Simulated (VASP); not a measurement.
## Mg2BeF6 (a cell with a defect): single point with PBEsol

Mg2BeF6 (a cell with a defect):

```
Be Mg F
1.0
     7.98254    0.00000    0.00000
     0.00000    3.99127    0.00000
     0.00000    0.00000    3.99127
Be Mg F
1 2 6
Direct
  0.49913 0.99609 0.00589
  0.25274 0.50199 0.50289
  0.75103 0.49601 0.50134
  0.24816 0.50043 0.00089
  0.75215 0.49773 0.99940
  0.99916 0.49882 0.48762
  0.50298 0.49492 0.49247
  0.25028 0.99171 0.50604
  0.75101 0.00721 0.50332
```

| Property | Result |
| --- | --- |
| Program | VASP 6.6.1 |
| Task | single point |
| Functional | PBEsol |
| Potentials or basis | VASP PAW PBE potentials, release 64 (Be, Mg, F) |
| Cutoff | 520 eV |
| k mesh | 2 × 2 × 2, shifted |
| Occupations | fermi-dirac, width 0.05 eV |
| Spin | no spin polarisation |
| Dipole correction | no |
| Further INCAR settings | ALGO = Normal; EDIFF = 1e-06; NBANDS = 34 |

The pressure is -9.1 GPa and the largest force is 2.617 eV/Å. The band gap on the k mesh is 0.62 eV.

Forces in eV/Å, atoms in the order of the input:
```
Be   0.065 -0.005  0.098
Mg  -2.595 -0.321 -0.083
Mg   2.476  0.329 -0.072
F    1.889 -0.026  0.031
F   -1.850  0.083  0.028
F    0.201  0.003  0.103
F   -0.224  0.029 -0.076
F    1.877  0.404 -0.010
F   -1.838 -0.496 -0.020
```

Stress tensor (GPa, compression positive):
```
-14.11  -0.20  -0.05
 -0.20  -6.45  -0.01
 -0.05  -0.01  -6.84
```

Levels at points of the mesh, in eV from the valence-band top:
```csv
k point,band 20,band 21,band 22,band 23,band 24,band 25,band 26,band 27,band 28,band 29
"(0.25, 0.25, 0.25)",-1.98,-1.84,-1.16,-0.08,0.00,0.62,3.45,4.01,4.03,9.38
```

Run time: 36 s on 1 thread of AMD EPYC 7R43 64-Core Processor (Zen 3), with other jobs on the host, peak memory 0.18 GiB.

Caveat: the k points lie up to 0.79 Å⁻¹ apart; the PAW data sets were made with another functional, which shifts forces and pressure a little.
